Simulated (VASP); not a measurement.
# Na (Im-3m) in VASP: density of states with PBE

Aim: the density of states of Na with PBE.

All numbers are computed with VASP 6.6.1; they aren't measurements. Logs are shortened: lines on timing, memory, paths and dates and some standing lists are left out, and cuts for length are marked.

### 1 The cell of the first run

Symmetry: Im-3m, No. 229, cubic system. The conventional cell has a = 4.323 Å, b = 4.323 Å, c = 4.323 Å, α = 90.00°, β = 90.00°, γ = 90.00°. Na (site symmetry m-3m) has 14 Na at 3.74 to 4.32 Å within 4.9 Å.

### 2 Density of states, PBE

Input file POSCAR:

```
Na
1.0
   -2.1614580000      2.1614580000      2.1614580000
    2.1614580000     -2.1614580000      2.1614580000
    2.1614580000      2.1614580000     -2.1614580000
Na
1
Direct
    0.0000000000      0.0000000000      0.0000000000
```

Input file INCAR.step1:

```
  PREC = Accurate
  ENCUT = 400
  EDIFF = 1E-6
  ISMEAR = -1
  SIGMA = 0.1
  LREAL = F
  LASPH = T
  NELM = 120
  ALGO = Normal
  ISIF = 2
  LWAVE = F
  LCHARG = T
  GGA = PE
  NBANDS = 10
  GGA_COMPAT = F
  NEDOS = 2001
  LORBIT = 11
```

Input file KPOINTS.step1:

```
regular mesh
0
Gamma
  11 11 11
```

Input file INCAR.step2:

```
  PREC = Accurate
  ENCUT = 400
  EDIFF = 1E-6
  ISMEAR = -5
  SIGMA = 0.1
  LREAL = F
  LASPH = T
  NELM = 120
  ALGO = Normal
  ISIF = 2
  LWAVE = F
  LCHARG = F
  GGA = PE
  LORBIT = 11
  NEDOS = 1001
  ICHARG = 11
  GGA_COMPAT = F
```

Input file KPOINTS.step2:

```
regular mesh
0
Gamma
  17 17 17
```

Potentials or basis: VASP PAW PBE potentials, release 64 (Na_pv).

The run is started by

```
> cat potpaw_PBE.64/Na_pv/POTCAR > POTCAR
> cp INCAR.step1 INCAR
> cp KPOINTS.step1 KPOINTS
> mpirun -np 1 vasp_std > vasp.out
> cp INCAR.step2 INCAR
> cp KPOINTS.step2 KPOINTS
> mpirun -np 1 vasp_std > vasp.out
```

OUTCAR:

```text
PREC = Accurate
   ENCUT = 400
   EDIFF = 1E-6
   ISMEAR = -5
   LREAL = F
   LASPH = T
   NELM = 120
   ISIF = 2
   GGA = PE
   LORBIT = 11
   ICHARG = 11

 ion  position               nearest neighbor table
   1  0.000  0.000  0.000-

  LATTYP: Found a body centered cubic cell.
 ALAT       =     4.3229160000

  Lattice vectors:

 A1 = (  -2.1614580000,   2.1614580000,   2.1614580000)
 A2 = (   2.1614580000,  -2.1614580000,   2.1614580000)
 A3 = (   2.1614580000,   2.1614580000,  -2.1614580000)

Analysis of symmetry for initial positions (statically):
=====================================================================
 Subroutine PRICEL returns:
 Original cell was already a primitive cell.

 Routine SETGRP: Setting up the symmetry group for a
 body centered cubic supercell.

 Subroutine GETGRP returns: Found 48 space group operations
 (whereof 48 operations were pure point group operations)
 out of a pool of 48 trial point group operations.

The static configuration has the point symmetry O_h .

Analysis of symmetry for dynamics (positions and initial velocities):
=====================================================================
 Subroutine PRICEL returns:
 Original cell was already a primitive cell.

 Routine SETGRP: Setting up the symmetry group for a
 body centered cubic supercell.

 Subroutine GETGRP returns: Found 48 space group operations
 (whereof 48 operations were pure point group operations)
 out of a pool of 48 trial point group operations.

The dynamic configuration has the point symmetry O_h .

 Subroutine INISYM returns: Found 48 space group operations
 (whereof 48 operations are pure point group operations),
 and found     1 'primitive' translations

----------------------------------------------------------------------------------------

                                     Primitive cell

  volume of cell :      40.3925

  direct lattice vectors                    reciprocal lattice vectors
    -2.161458000  2.161458000  2.161458000     0.000000000  0.231325337  0.231325337
     2.161458000 -2.161458000  2.161458000     0.231325337  0.000000000  0.231325337
     2.161458000  2.161458000 -2.161458000     0.231325337  0.231325337  0.000000000

  length of vectors
     3.743755074  3.743755074  3.743755074     0.327143429  0.327143429  0.327143429

  position of ions in fractional coordinates (direct lattice)
     0.000000000  0.000000000  0.000000000

  ion indices of the primitive-cell ions
   primitive index   ion index
                 1           1

----------------------------------------------------------------------------------------

 KPOINTS: regular mesh

Automatic generation of k-mesh.
 Grid dimensions read from file:
 generate k-points for:   17   17   17

 Generating k-lattice:

  Cartesian coordinates                     Fractional coordinates (reciprocal lattice)
     0.000000000  0.013607373  0.013607373     0.058823529  0.000000000  0.000000000
     0.013607373  0.000000000  0.013607373     0.000000000  0.058823529  0.000000000
     0.013607373  0.013607373  0.000000000     0.000000000  0.000000000  0.058823529

  Length of vectors
     0.019243731  0.019243731  0.019243731

  Shift w.r.t. Gamma in fractional coordinates (k-lattice)
     0.000000000  0.000000000  0.000000000

 TETIRR: Found   5734 inequivalent tetrahedra from    29478

 Subroutine IBZKPT returns following result:
 ===========================================

 Found    165 irreducible k-points:

 Following reciprocal coordinates:
            Coordinates               Weight
  0.000000  0.000000  0.000000      1.000000
  0.058824  0.000000  0.000000     12.000000
  0.117647  0.000000  0.000000     12.000000
  0.176471  0.000000  0.000000     12.000000
  0.235294  0.000000  0.000000     12.000000
  0.294118  0.000000  0.000000     12.000000
[... 16 lines left out ...]
  0.411765  0.117647  0.000000     48.000000
  0.176471  0.176471  0.000000     24.000000
 [... further k-points ...]
   k-points           NKPTS =    165   k-points in BZ     NKDIM =    165   number of bands    NBANDS=      7
   number of dos      NEDOS =   1001   number of ions     NIONS =      1
   total plane-waves  NPLWV =  13824
   dimension x,y,z NGX =    24 NGY =   24 NGZ =   24
   dimension x,y,z NGXF=    48 NGYF=   48 NGZF=   48
   ions per type =               1
   NGX,Y,Z   is equivalent  to a cutoff of  10.66, 10.66, 10.66 a.u.
   NGXF,Y,Z  is equivalent  to a cutoff of  21.31, 21.31, 21.31 a.u.
 SYSTEM =  unknown system
   PREC   = accura    normal or accurate (medium, high low for compatibility)
   ISTART =      0    job   : 0-new  1-cont  2-samecut
   ICHARG =     11    charge: 1-file 2-atom 10-const
   ISPIN  =      1    spin polarized calculation?
   LNONCOLLINEAR =      F non collinear calculations
   LSORBIT =      F    spin-orbit coupling
   LASPH  =      T    aspherical Exc in radial PAW
   ENCUT  =  400.0 eV  29.40 Ry    5.42 a.u.   6.11  6.11  6.11*2*pi/ulx,y,z
   NELM   =    120;   NELMIN=  2; NELMDL=  0     # of ELM steps
   EDIFF  = 0.1E-05   stopping-criterion for ELM
   LREAL  =      F    real-space projection
   EDIFFG = 0.1E-04   stopping-criterion for IOM
   NSW    =      0    number of steps for IOM
   IBRION =     -1    ionic relax: 0-MD 1-quasi-New 2-CG
   NFREE  =      0    steps in history (QN), initial steepest desc. (CG)
   ISIF   =      2    stress and relaxation
   ISYM   =      2    0-nonsym 1-usesym 2-fastsym
   POTIM  = 0.5000    time-step for ionic-motion
   TEBEG  =    0.0;   TEEND  =   0.0 temperature during run
   PSTRESS=    0.0 pullay stress
   NELECT =       7.0000    total number of electrons
   NUPDOWN=      -1.0000    fix difference up-down
   EMIN   =  10.00;   EMAX   =-10.00  energy-range for DOS
   EFERMI =   0.00;   METHOD = LEGACY
   ISMEAR =    -5;   SIGMA  =   0.10  broadening in eV -4-tet -1-fermi 0-gaus
   EFERMI_NEDOS =   21; number of points for ismear=-14 and -15
   IALGO  =     38    algorithm
   IMIX   =      4    mixing-type and parameters
     AMIX     =   0.40;   BMIX     =  1.00
     AMIX_MAG =   1.60;   BMIX_MAG =  1.00
  volume/ion in A,a.u.               =      40.39       272.58
  Fermi-wavevector in a.u.,A,eV,Ry     =   0.912727  1.724803 11.334604  0.833070
  Thomas-Fermi vector in A             =   2.037156
   LORBIT       =     11    0 simple, 1 ext, 2 COOP (PROOUT), +10 PAW based schemes
   GGA     = PE    functional components
   LHFCALC =     F    Hartree Fock is set to
   AEXX    =    0.0000 exact exchange contribution
   IVDW    =     0    specifies the selected vdW correction
   LEPSILON=     F    determine dielectric tensor
   LRPA    =     F    only Hartree local field effects (RPA)
 non-spin polarized calculation
 Fermi weights with tetrahedron method with Bloechl corrections
  energy-cutoff  :      400.00
  volume of cell :       40.39
 maximum number of plane-waves:       743

 number of electron       6.9999997 magnetization

 Free energy of the ion-electron system (eV)
  ---------------------------------------------------
  ext. energy  EPLUGINS =         0.00000000
  ---------------------------------------------------
  free energy    TOTEN  =        -1.30418895 eV

  energy without entropy =       -1.30418895  energy(sigma->0) =       -1.30418895

 E-fermi :   0.1185     XC(G=0):  -6.2848

 val. band max:        0.0663810307   @ k =  -0.3529   0.4118   0.1765
 cond. band min:       0.1705117647   @ k =   0.4118   0.0588   0.0000
 fundamental gap:      0.1041307340
 Fermi energy:         0.1185188642

 k-point     1 :       0.0000    0.0000    0.0000
  band No.  band energies     occupation
      1     -24.8756      2.00000
      2     -24.8756      2.00000
      3     -24.8756      2.00000
      4      -3.0102      2.00000
      5      11.2776      0.00000
      6      11.2776      0.00000
      7      11.2776      0.00000

 k-point     2 :       0.0588    0.0000    0.0000
  band No.  band energies     occupation
      1     -24.8769      2.00000
      2     -24.8761      2.00000
      3     -24.8758      2.00000
      4      -2.9528      2.00000
      5      10.4271      0.00000
      6      10.8717      0.00000
      7      10.9962      0.00000

 k-point     3 :       0.1176    0.0000    0.0000
  band No.  band energies     occupation
      1     -24.8795      2.00000
      2     -24.8770      2.00000
      3     -24.8758      2.00000
      4      -2.7808      2.00000
      5       8.9655      0.00000
      6      10.2076      0.00000
      7      10.4869      0.00000

 k-point     4 :       0.1765    0.0000    0.0000
  band No.  band energies     occupation
      1     -24.8833      2.00000
      2     -24.8783      2.00000
      3     -24.8758      2.00000
      4      -2.4952      2.00000
      5       7.5155      0.00000
      6       9.5839      0.00000
      7       9.9906      0.00000

 k-point     5 :       0.2353    0.0000    0.0000
  band No.  band energies     occupation
      1     -24.8879      2.00000
      2     -24.8801      2.00000
      3     -24.8760      2.00000
      4      -2.0979      2.00000
      5       6.1370      0.00000
      6       9.0497      0.00000
      7       9.5613      0.00000
[... 161 lines left out ...]
 k-point    22 :       0.3529    0.1176   -0.0000
  band No.  band energies     occupation
      1     -24.8996      2.00000
      2     -24.8852      2.00000
      3     -24.8773      2.00000
      4      -0.0986      1.63067
      5       2.6846      0.00000
      6       6.2768      0.00000
      7       8.2398      0.00000

 k-point    23 :       0.4118    0.1176    0.0000
  band No.  band energies     occupation
      1     -24.9010      2.00000
      2     -24.8860      2.00000
      3     -24.8773      2.00000
      4       0.6947     -0.07160
      5       1.6969      0.00000
      6       6.1704      0.00000
      7       8.1396      0.00000

 k-point    24 :       0.1765    0.1765    0.0000
  band No.  band energies     occupation
      1     -24.8926      2.00000
      2     -24.8816      2.00000
      3     -24.8777      2.00000
      4      -1.4790      2.00000
      5       5.5471      0.00000
      6       6.1609      0.00000
      7       8.6855      0.00000

 [... further k-points ...]

------------------------ aborting loop because EDIFF is reached ----------------------------------------

  FORCE on cell =-STRESS in cart. coord.  units (eV):
  Direction    XX          YY          ZZ          XY          YZ          ZX
  --------------------------------------------------------------------------------------
  -------------------------------------------------------------------------------------
  Total       -0.1882176     -0.1882176     -0.1882176      0.0000000      0.0000000     -0.0000000
  in kB       -7.4656991     -7.4656991     -7.4656991      0.0000000      0.0000000     -0.0000000
  external PRESSURE =      -7.4656991 kB  Pullay stress =       0.0000000 kB

 VOLUME and BASIS-vectors are now :
 -----------------------------------------------------------------------------
  energy-cutoff  :      400.00
  volume of cell :       40.39
      direct lattice vectors                 reciprocal lattice vectors
    -2.161458000  2.161458000  2.161458000     0.000000000  0.231325337  0.231325337
     2.161458000 -2.161458000  2.161458000     0.231325337  0.000000000  0.231325337
     2.161458000  2.161458000 -2.161458000     0.231325337  0.231325337  0.000000000

 POSITION                                       TOTAL-FORCE (eV/Angst)
 -----------------------------------------------------------------------------------
      0.00000      0.00000      0.00000        -0.000000     -0.000000      0.000000
 -----------------------------------------------------------------------------------
    total drift:                                0.000000     -0.000000     -0.000000

  FREE ENERGIE OF THE ION-ELECTRON SYSTEM (eV)
  ---------------------------------------------------
  free  energy   TOTEN  =        -1.3041889469 eV

  energy  without entropy=       -1.3041889469  energy(sigma->0) =       -1.30418895

 total charge

# of ion       s       p       d       tot
------------------------------------------
    1        0.093   5.961   0.000   6.054
```

Wall time 22 s (1 thread of Intel Xeon 8259CL, shared host); peak memory 0.15 GiB.

Results:

| Item | Value |
| --- | --- |
| Valence electrons inside the program's atomic spheres | Na 6.05 |

Levels at points of the mesh, in eV from the Fermi level:
| k point | band 1 | band 2 | band 3 | band 4 | band 5 | band 6 | band 7 |
| --- | --- | --- | --- | --- | --- | --- | --- |
| (0.00, 0.00, 0.00) | -24.99 | -24.99 | -24.99 | -3.13 | 11.16 | 11.16 | 11.16 |

Caveat: tetrahedron occupations give inexact forces and stress in metals.
